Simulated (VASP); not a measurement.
# NbP in VASP: a series of runs, part 2 of 2

VASP 6.6.1.

## Step 5: Single point, PBE (uniaxial strain along a: -3.0 %, then relaxed in part)

INCAR

```
SYSTEM = NbP
PREC = Accurate ; ENCUT = 520
EDIFF = 1E-7 ; ISMEAR = 0
SIGMA = 0.1 ; LREAL = .FALSE.
LASPH = .TRUE. ; NELM = 100
ALGO = Normal ; ISIF = 2
LWAVE = .FALSE. ; LCHARG = .FALSE.
GGA = PE ; NBANDS = 46
```

KPOINTS

```
regular mesh
0
G
  10 10 4
  0 0 0
```

POSCAR

```
NbP
1.0
    3.2466354389      0.0000000000      0.0000000000
    0.0000000000      3.3820697652      0.0000000000
    0.0000000000      0.0000000000     11.5430626725
Nb P
4 4
Direct
    0.5000000000      0.5000000000     -0.0010882592
    0.0000000000      0.5000000000      0.7502134325
    0.0000000000      0.0000000000      0.4989117408
    0.5000000000      0.0000000000      0.2502134325
    0.0000000000      0.0000000000      0.0824178662
    0.5000000000      0.0000000000      0.8337141105
    0.5000000000      0.5000000000      0.5824178662
    0.0000000000      0.5000000000      0.3337141105
```

Potentials or basis: VASP PAW PBE potentials, release 64 (Nb_sv, P).

Launch:

```
> cat potpaw_PBE.64/Nb_sv/POTCAR potpaw_PBE.64/P/POTCAR > POTCAR
> mpirun -np 1 vasp_std > vasp.out
```

OUTCAR:

```text
SYSTEM = NbP
   PREC = Accurate
   ENCUT = 520
   EDIFF = 1E-7
   ISMEAR = 0
   LREAL = .FALSE.
   LASPH = .TRUE.
   NELM = 100
   ISIF = 2
   GGA = PE

 ion  position               nearest neighbor table
   1  0.500  0.500  0.999-   5 2.53   5 2.53   5 2.53   5 2.53   6 2.55   6 2.55
   2  0.000  0.500  0.750-   7 2.53   7 2.53   6 2.53   6 2.53   6 2.53   6 2.53
   3  0.000  0.000  0.499-   7 2.53   7 2.53   7 2.53   7 2.53   8 2.55   8 2.55
   4  0.500  0.000  0.250-   5 2.53   5 2.53   8 2.53   8 2.53   8 2.53   8 2.53
   5  0.000  0.000  0.082-   4 2.53   4 2.53   1 2.53   1 2.53   1 2.53   1 2.53
   6  0.500  0.000  0.834-   2 2.53   2 2.53   2 2.53   2 2.53   1 2.55   1 2.55
   7  0.500  0.500  0.582-   2 2.53   2 2.53   3 2.53   3 2.53   3 2.53   3 2.53
   8  0.000  0.500  0.334-   4 2.53   4 2.53   4 2.53   4 2.53   3 2.55   3 2.55

  LATTYP: Found a simple orthorhombic cell.
 ALAT       =     3.2466354389
 B/A-ratio  =     1.0417152861
 C/A-ratio  =     3.5553923099

  Lattice vectors:

 A1 = (   3.2466354389,   0.0000000000,   0.0000000000)
 A2 = (   0.0000000000,   3.3820697652,   0.0000000000)
[... 212 lines left out ...]
  band No.  band energies     occupation
      1     -44.1386      2.00000
      2     -44.1313      2.00000
      3     -44.0930      2.00000
      4     -44.0856      2.00000
      5     -20.4145      2.00000
      6     -20.2446      2.00000
[... 1165 lines left out ...]
     45      14.6930      0.00000
     46      14.6933      0.00000

 [... further k-points ...]

------------------------ aborting loop because EDIFF is reached ----------------------------------------

  FORCE on cell =-STRESS in cart. coord.  units (eV):
  Direction    XX          YY          ZZ          XY          YZ          ZX
  --------------------------------------------------------------------------------------
  -------------------------------------------------------------------------------------
  Total        5.4810408     -0.3260443     -0.2989245      0.0000000      0.0000000      0.0000000
  in kB       69.2845617     -4.1214499     -3.7786355      0.0000000      0.0000000      0.0000000
  external PRESSURE =      20.4614921 kB  Pullay stress =       0.0000000 kB

 VOLUME and BASIS-vectors are now :
 -----------------------------------------------------------------------------
  energy-cutoff  :      520.00
  volume of cell :      126.75
      direct lattice vectors                 reciprocal lattice vectors
     3.246635439  0.000000000  0.000000000     0.308011176  0.000000000  0.000000000
     0.000000000  3.382069765  0.000000000     0.000000000  0.295676928  0.000000000
     0.000000000  0.000000000 11.543062672     0.000000000  0.000000000  0.086632121

 POSITION                                       TOTAL-FORCE (eV/Angst)
 -----------------------------------------------------------------------------------
      1.62332      1.69103     11.53050         0.000000     -0.000000     -0.000297
      0.00000      1.69103      8.65976        -0.000000      0.000000     -0.001198
      0.00000      0.00000      5.75897        -0.000000      0.000000     -0.000297
      1.62332      0.00000      2.88823        -0.000000      0.000000     -0.001198
      0.00000      0.00000      0.95135         0.000000      0.000000      0.001676
      1.62332      0.00000      9.62361        -0.000000      0.000000     -0.000181
      1.62332      1.69103      6.72289         0.000000      0.000000      0.001676
      0.00000      1.69103      3.85208        -0.000000      0.000000     -0.000181
 -----------------------------------------------------------------------------------
    total drift:                                0.000000      0.000000      0.000125

  FREE ENERGIE OF THE ION-ELECTRON SYSTEM (eV)
  ---------------------------------------------------
  free  energy   TOTEN  =       -70.5467418378 eV

  energy  without entropy=      -70.5408471616  energy(sigma->0) =      -70.54379450
```

OSZICAR:

```text
N       E                     dE             d eps       ncg     rms          rms(c)
DAV:   1     0.787401943092E+03    0.78740E+03   -0.37776E+04  9936   0.157E+03
DAV:   2    -0.492720689625E+01   -0.79233E+03   -0.77452E+03 12226   0.605E+02
DAV:   3    -0.704345298442E+02   -0.65507E+02   -0.64440E+02 16496   0.132E+02
DAV:   4    -0.749806073543E+02   -0.45461E+01   -0.45238E+01 16584   0.300E+01
DAV:   5    -0.752191655519E+02   -0.23856E+00   -0.23817E+00 16446   0.757E+00    0.185E+01
DAV:   6    -0.704816381212E+02    0.47375E+01   -0.22335E+01 14712   0.225E+01    0.717E+00
DAV:   7    -0.705412799621E+02   -0.59642E-01   -0.16434E+00 15608   0.497E+00    0.405E+00
DAV:   8    -0.705485617177E+02   -0.72818E-02   -0.19841E-01 15442   0.255E+00    0.866E-01
DAV:   9    -0.705536237387E+02   -0.50620E-02   -0.13818E-01 15960   0.231E+00    0.645E-01
DAV:  10    -0.705460520874E+02    0.75717E-02   -0.46411E-02 15668   0.140E+00    0.328E-01
DAV:  11    -0.705467909630E+02   -0.73888E-03   -0.55349E-03 12624   0.528E-01    0.808E-02
DAV:  12    -0.705467469066E+02    0.44056E-04   -0.55767E-04 17334   0.168E-01    0.426E-02
DAV:  13    -0.705467474695E+02   -0.56290E-06   -0.51594E-05 17192   0.452E-02    0.209E-02
DAV:  14    -0.705467423980E+02    0.50715E-05   -0.96933E-06 15114   0.151E-02    0.877E-03
DAV:  15    -0.705467412891E+02    0.11089E-05   -0.41201E-06 17536   0.115E-02    0.263E-03
DAV:  16    -0.705467419032E+02   -0.61408E-06   -0.20644E-07  8656   0.336E-03    0.587E-04
DAV:  17    -0.705467418378E+02    0.65411E-07   -0.34864E-08  7600   0.190E-03
   1 F= -.70546742E+02 E0= -.70543794E+02  d E =-.589468E-02
```

It took 5 min on 1 thread of Intel Xeon 6975P-C (Granite Rapids), shared host; peak memory 0.55 GiB.

What came out:

- Free energy: -70.5467 eV
- Pressure: 2.0 GPa
- Band gap on the k mesh: zero (band 36 reaches 10.92 eV, above the bottom of band 37 at 10.69 eV)

Caveat: the cell differs from its parent crystal (uniaxial strain along a: -3.0 %, then relaxed in part).

## Step 6: Summary

```csv
cell,gap on the mesh (eV),pressure (GPa)
"a = 3.347, b = 3.347, c = 11.542 Å, 8 atoms",none,-2.0
"a = 3.381, b = 3.333, c = 11.405 Å, 8 atoms",none,-1.2
"a = 3.381, b = 3.339, c = 11.399 Å, 8 atoms",none,-1.4
"a = 3.247, b = 3.382, c = 11.543 Å, 8 atoms",none,2.0
```

Alike in all rows: task single point; level PBE; potentials or basis VASP PAW PBE potentials, release 64 (Nb_sv, P); no spin polarisation; k mesh 10 × 10 × 4; cutoff (eV) 520; smearing gaussian 0.1 eV.

Total energies depend on the potentials used, so only differences within one code and one set of settings carry meaning.
